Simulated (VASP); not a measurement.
Write the native input for VASP 6.6.1 that does the following.

- Task: electric field gradients
- Functional: LDA
- Potentials or basis: VASP PAW LDA potentials, release 64 (Sc_sv, F)
- Cutoff: 520 eV
- k mesh: 6 × 6 × 6
- Occupations: fermi-dirac, width 0.02 eV
- Spin: no spin polarisation
- Dipole correction: no
- Further INCAR settings: ALGO = Normal; EDIFF = 1e-08; NBANDS = 24

The structure of ScF3 lies in POSCAR:

```
ScF3
1.0
    4.0124500000      0.0000000000      0.0000000000
    0.0000000000      4.0124500000      0.0000000000
    0.0000000000      0.0000000000      3.9723255000
Sc F
1 3
Direct
    0.0000000000      0.0000000000      0.0000000000
    0.5000000000      0.0000000000      0.0000000000
    0.0000000000      0.5000000000      0.0000000000
    0.0000000000      0.0000000000      0.5000000000
```

This cell differs from its parent crystal: zz strain of -1 %.

The input as run:

INCAR

```
ALGO     = Normal         # electronic algorithm
EDIFF    = 1E-8           # SCF threshold, eV
ENCUT    = 520            # plane-wave cutoff, eV
ISIF     = 2              # what is computed and relaxed
ISMEAR   = -1             # smearing method
LASPH    = T              # aspherical terms in the spheres
LCHARG   = F              # write CHGCAR
LEFG     = T            
LREAL    = F              # projectors in reciprocal space
LWAVE    = F              # write WAVECAR
NBANDS   = 24             # bands
NELM     = 80             # most SCF steps
PREC     = Accurate       # precision mode
SIGMA    = 0.02           # smearing width, eV
```

KPOINTS

```
k-points
0
Gamma
  6 6 6
```

Potentials or basis: VASP PAW LDA potentials, release 64 (Sc_sv, F).

Command:

```console
$ cat potpaw_LDA.64/Sc_sv/POTCAR potpaw_LDA.64/F/POTCAR > POTCAR
$ mpirun -np 1 vasp_std > vasp.out
```

It gave:

| Quantity | Value |
| --- | --- |
| Pressure | -1.3 GPa |
| Band gap on the k mesh | 6.20 eV, indirect (least direct gap 6.75 eV) |

Caveat: the cell differs from its parent crystal (zz strain of -1 %); without QUAD_EFG the Cq values of the log hold for a quadrupole moment of 1 mb, not for the nuclei.

Wall time 63 s on 1 thread of Intel Xeon 6975P-C, with other jobs on the host, peak memory 0.18 GiB.
